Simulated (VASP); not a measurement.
# HfO2: single point with PBE

Crystal: HfO2.

```
CELL_PARAMETERS angstrom
0.00000 2.62144 2.55750
2.62144 0.00000 2.55750
2.62144 2.62144 0.00000
ATOMIC_POSITIONS crystal
Hf 0.00000 0.00000 0.00000
O 0.25000 0.25000 0.25000
O 0.75000 0.75000 0.75000
```

This cell differs from its parent crystal: strain +0.025 along x and y, +0.000 along z.

| Quantity | Value |
| --- | --- |
| Program | VASP 6.6.1 |
| Task | single point |
| Functional | PBE |
| Potentials or basis | VASP PAW PBE potentials, release 64 (Hf_pv, O) |
| Cutoff | 520 eV |
| k mesh | 8 × 8 × 8 |
| Occupations | gaussian, width 0.05 eV |
| Spin | no spin polarisation |

The pressure is -16.0 GPa and the band gap on the k mesh is 3.40 eV, indirect (least direct gap 3.41 eV).

Stress tensor (GPa, compression positive):
```
-19.46   0.00   0.00
  0.00 -19.46   0.00
  0.00   0.00  -9.03
```

Levels at points of the mesh, in eV from the valence-band top:
```
           k point  band 9  band 10  band 11  band 12  band 13  band 14
(0.00, 0.00, 0.00)   -0.84    -0.84    -0.53     3.40     3.59     5.10
(0.50, 0.00, 0.00)   -2.73    -1.93    -1.88     4.10     4.20     6.10
(0.50, 0.50, 0.00)   -1.64    -1.64     0.00     3.41     4.93     6.01
(0.50, 0.00, 0.50)   -1.74    -1.33    -0.25     3.40     4.94     5.67
```

Run time: 47 s on 1 thread of AMD EPYC 7R43 64-Core Processor (Zen 3), with other jobs on the host, peak memory 0.14 GiB.

Caveat: the cell differs from its parent crystal (strain +0.025 along x and y, +0.000 along z); spin-orbit coupling is left out, which moves the levels of the heavy elements. A k mesh can miss the band edges.
